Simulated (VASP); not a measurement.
Input of a VASP 6.6.1 run:

INCAR

```
PREC = Accurate
ENCUT = 520
EDIFF = 1E-6
ISMEAR = 0
SIGMA = 0.05
LREAL = False
LASPH = True
NELM = 100
ALGO = Normal
ISIF = 2
LWAVE = False
LCHARG = False
GGA = PE
NBANDS = 31
```

File KPOINTS:

```
Automatic mesh
0
Gamma
  6 6 4
```

POSCAR

```
HfO2
1.0
    3.6043047997      0.0000000000      0.0000000000
    0.0000000000      3.6043047997      0.0000000000
    0.0000000000      0.0000000000      5.2639671207
Hf O
2 4
Direct
    0.5000000000      0.5000000000      0.5000000000
    0.0000000000      0.0000000000      0.0000000000
    0.0000000000      0.5000000000      0.6932521145
    0.5000000000      0.0000000000      0.8067478855
    0.5000000000      0.0000000000      0.3067478855
    0.0000000000      0.5000000000      0.1932521145
```

Potentials or basis: VASP PAW PBE potentials, release 64 (Hf_pv, O).

Command:

```console
$ cat potpaw_PBE.64/Hf_pv/POTCAR potpaw_PBE.64/O/POTCAR > POTCAR
$ mpirun -np 1 vasp_std > vasp.out
```

Question: Estimate the band gap on the k mesh.

Answer: 4.65 eV (least direct gap 4.72 eV).

Question: Predict the pressure.

Answer: -3.1 GPa.

Forces on the atoms (eV/Å):
```
Hf   0.000  0.000  0.000
Hf   0.000  0.000  0.000
O    0.000  0.000 -0.049
O    0.000  0.000  0.049
O    0.000  0.000  0.049
O    0.000  0.000 -0.049
```

Caveat: the cell stands under tension; spin-orbit coupling is left out, which moves the levels of the heavy elements. A k mesh can miss the band edges.
